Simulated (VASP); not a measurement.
Here is a VASP 6.6.1 calculation.

INCAR

```
SYSTEM = LiC2
PREC     = Accurate       ! precision mode
ENCUT    = 520            ! plane-wave cutoff, eV
EDIFF    = 1E-7           ! SCF threshold, eV
ISMEAR   = 0              ! smearing method
SIGMA    = 0.1            ! smearing width, eV
LREAL    = .False.        ! projectors in reciprocal space
LASPH    = .True.         ! aspherical terms in the spheres
NELM     = 150            ! most SCF steps
ALGO     = Normal         ! electronic algorithm
ISIF     = 2              ! what is computed and relaxed
LWAVE    = .False.        ! write WAVECAR
LCHARG   = .False.        ! write CHGCAR
ISPIN    = 2              ! spin polarisation
MAGMOM   = 0 0 1 1 1 1    ! initial moments
LORBIT   = 11             ! projections on sites
GGA      = PE             ! functional
NBANDS   = 24             ! bands
```

File KPOINTS:

```
regular mesh
0
Gamma
  4 4 6
  0 0 0
```

File POSCAR:

```
LiC2
1.0
    2.0749004200     -4.4253322100      0.0000000000
    2.0749004200      4.4253322100      0.0000000000
    0.0000000000      0.0000000000      2.9491075300
Li C
2 4
Direct
    0.0000000000      0.5000000000      0.0000000000
    0.5000000000      0.0000000000      0.0000000000
    0.1019200500      0.3216338200      0.5000000000
    0.8980799500      0.6783661800      0.5000000000
    0.3216338200      0.1019200500      0.5000000000
    0.6783661800      0.8980799500      0.5000000000
```

Potentials or basis: VASP PAW PBE potentials, release 64 (Li_sv, C).

Run with:

```bash
$ cat potpaw_PBE.64/Li_sv/POTCAR potpaw_PBE.64/C/POTCAR > POTCAR
$ mpirun -np 1 vasp_std > vasp.out
```

(1) Predict the net moment.

(2) Predict the band gap on the k mesh.

(3) What does it give for the largest force?

Results:

(1) 0.00 μB per cell.

(2) zero (filled and empty bands overlap).

(3) 6.090 eV/Å.

Caveat: the k points lie up to 0.42 Å⁻¹ apart, too coarse for converged energies and pressures of a metal; forces of over 1 eV/Å act on the atoms, so gaps and moduli don't describe the material at rest.
